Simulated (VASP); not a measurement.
Set up this calculation in VASP 6.6.1, as the native input.

| Property | Result |
| --- | --- |
| Task | single point |
| Functional | r2SCAN |
| Potentials or basis | VASP PAW PBE potentials, release 64 (Ga_d, N) |
| Cutoff | 520 eV |
| k mesh | 12 × 12 × 12 |
| Occupations | gaussian, width 0.05 eV |
| Spin | no spin polarisation |
| Dipole correction | no |
| Further INCAR settings | ALGO = Normal; EDIFF = 1e-06; NBANDS = 16 |

GaN:

```
Ga N
1.0
     0.00000    2.13524    2.13524
     2.13524    0.00000    2.13524
     2.13524    2.13524    0.00000
Ga N
1 1
Direct
  0.89755 0.89755 0.10245
  0.50000 0.50000 0.50000
```

This cell differs from its parent crystal: all Ga atoms moved +0.438 Å, as atom 1 towards its neighbour atom 2 (N) at 2.135 Å.

One way to write it, as run:

POSCAR

```
GaN
1.0
    0.0000000000      2.1352350000      2.1352350000
    2.1352350000      0.0000000000      2.1352350000
    2.1352350000      2.1352350000      0.0000000000
Ga N
1 1
Direct
   -0.1024477399     -0.1024477399      0.1024477399
    0.5000000000      0.5000000000      0.5000000000
```

INCAR.step1

```
SYSTEM = GaN
PREC = Accurate
ENCUT = 520
ISMEAR = 0
SIGMA = 0.05
LREAL = .False.
LASPH = .True.
NELM = 80
NBANDS = 16
GGA = PE
ALGO = Normal
EDIFF = 1E-4
LWAVE = .True.
LCHARG = .False.
```

INCAR.step2

```
SYSTEM = GaN
PREC = Accurate
ENCUT = 520
EDIFF = 1E-6
ISMEAR = 0
SIGMA = 0.05
LREAL = .False.
LASPH = .True.
NELM = 80
ALGO = Normal
ISIF = 2
LWAVE = .False.
LCHARG = .True.
METAGGA = R2SCAN
LMIXTAU = .True.
LELF = .True.
LVHAR = .True.
NBANDS = 16
ISTART = 1
```

KPOINTS

```
Automatic mesh
0
Gamma
  12 12 12
  0 0 0
```

Potentials or basis: VASP PAW PBE potentials, release 64 (Ga_d, N).

The run is started by

```sh
$ cat potpaw_PBE.64/Ga_d/POTCAR potpaw_PBE.64/N/POTCAR > POTCAR
$ cp INCAR.step1 INCAR
$ mpirun -np 1 vasp_std > vasp.out
$ cp INCAR.step2 INCAR
$ mpirun -np 1 vasp_std > vasp.out
```

Results of the run:

The pressure is 19.8 GPa. The largest force is 5.435 eV/Å. The band gap on the k mesh is 0.99 eV (least direct gap 2.49 eV).

Caveat: the cell differs from its parent crystal (all Ga atoms moved +0.438 Å, as atom 1 towards its neighbour atom 2 (N) at 2.135 Å); the cell stands under pressure; the PAW data sets were made with another functional, which shifts forces and pressure a little.

Wall time 3.4 min on 1 thread of AMD EPYC 7R43 64-Core Processor (Zen 3) (shared host), peak memory 0.15 GiB.
